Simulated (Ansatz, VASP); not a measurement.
SiPd3Pt in VASP and in Ansatz

INCAR

```
SYSTEM = SiPd3Pt
ALGO = Normal
EDIFF = 1E-7
EDIFFG = -0.04
ENCUT = 600
GGA = PE
IBRION = 2
ISIF = 3
ISMEAR = 0
LASPH = .True.
LCHARG = .False.
LREAL = .False.
LWAVE = .False.
NELM = 60
NSW = 90
PREC = Accurate
SIGMA = 0.1
```

File KPOINTS:

```
k-points
0
Gamma
  4 4 4
  0 0 0
```

Contents of POSCAR:

```
SiPd3Pt
1.0
    4.2087799800      0.0000000000      0.0000000000
    0.0000000000      4.2087799800      0.0000000000
    0.0000000000      0.0000000000      4.2087799800
Si Pd Pt
1 3 1
Direct
    0.0000000000      0.0000000000      0.0000000000
    0.0000000000      0.5000000000      0.5000000000
    0.5000000000      0.0000000000      0.5000000000
    0.5000000000      0.5000000000      0.0000000000
    0.5000000000      0.5000000000      0.5000000000
```

Input for Ansatz:

```yaml
crystal:
  lattice:
    - [4.20877998, 0.0, 0.0]
    - [0.0, 4.20877998, 0.0]
    - [0.0, 0.0, 4.20877998]
  atoms:
    - { symbol: Si, position: [0.0, 0.0, 0.0] }
    - { symbol: Pd, position: [0.0, 0.5, 0.5] }
    - { symbol: Pd, position: [0.5, 0.0, 0.5] }
    - { symbol: Pd, position: [0.5, 0.5, 0.0] }
    - { symbol: Pt, position: [0.5, 0.5, 0.5] }
basis:
  ecutwfc: 420
kpoints:
  mp_grid: { grid: [4, 4, 4] }
hamiltonian:
  xc: pbe
scf:
  occupations: { method: gaussian, width: 0.1 }
  lower_state_search: "off"
output:
  forces: true
  stress: true
  eigenvalues: true
relax:
  adjacent_minimum: "off"
  f_tol: 0.04
  max_steps: 70
  cell: { stress_tol: 0.4 }
```

Change from the starting cell: species swapped into the ErBRh3 type (Pm-3m, No. 221).

Alike in both runs: task relaxation of cell and atoms; functional PBE; k mesh 4 × 4 × 4; occupations gaussian, width 0.1 eV; no spin polarisation.

```csv
,VASP,Ansatz
version,VASP 6.6.1,Ansatz 0.2.0
potentials or method,"VASP PAW PBE potentials, release 64 (Si, Pd, Pt), cutoff 600 eV","scalar-relativistic, plane waves, PAW"
valence electrons in the cell,44,76
```

Ansatz gave:

| Property | Result |
| --- | --- |
| gap on the k mesh at the Fermi level, each at its own relaxed structure (eV) | none |
| relaxed volume (Å³/atom) | 23.06 |
| relaxed length of the cell vector where the two differ most in proportion (Å) | 4.867 |

Task: Estimate VASP's values.

Result: gap on the k mesh at the Fermi level, each at its own relaxed structure (eV): none; relaxed volume (Å³/atom): 23.04; relaxed length of the cell vector where the two differ most in proportion (Å): 4.865.

A gap of «none» marks a metal or a gap that the smearing closes. VASP's potentials hold 44 valence electrons a cell and Ansatz's 76, so a difference there can come from the potentials and not from the codes.

The k mesh is coarse, so the values compare programs but aren't converged. Neither program's run includes spin-orbit coupling. Noted on VASP's run: the volume moved by over 15 % at a fixed basis, so the end points are rough.
